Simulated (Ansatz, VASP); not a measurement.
SnTe: VASP beside Ansatz

```
Sn Te
1.0
     3.22879    0.00000    0.00000
    -1.61439    2.79621    0.00000
     0.00000    0.00000    6.88281
Sn Te
1 1
Cartesian
  0.0000 0.0000 3.4414
  0.0000 0.0000 0.0000
```

Alike in both runs: task relaxation of cell and atoms; functional PBE; k mesh 6 × 6 × 4; occupations gaussian, width 0.1 eV; no spin polarisation.

```csv
,VASP,Ansatz
version,VASP 6.6.1,Ansatz 0.2.0
potentials or method,"VASP PAW PBE potentials, release 64 (Sn_d, Te), cutoff 600 eV","scalar-relativistic, plane waves, PAW"
valence electrons in the cell,20,30
```

Ansatz gave:

| Property | Result |
| --- | --- |
| gap on the k mesh at the Fermi level, each at its own relaxed structure (eV) | none |
| relaxed volume (Å³/atom) | 30.35 |
| relaxed length of the cell vector where the two differ most in proportion (Å) | 6.488 |

**Question.** Estimate VASP's values.

**Answer.** gap on the k mesh at the Fermi level, each at its own relaxed structure (eV): none; relaxed volume (Å³/atom): 30.34; relaxed length of the cell vector where the two differ most in proportion (Å): 6.487.

A gap of «none» marks a metal or a gap that the smearing closes. VASP's potentials hold 20 valence electrons a cell and Ansatz's 30, so a difference there can come from the potentials and not from the codes.

The k mesh is coarse, so the values compare programs but aren't converged. Spin-orbit coupling is off throughout.
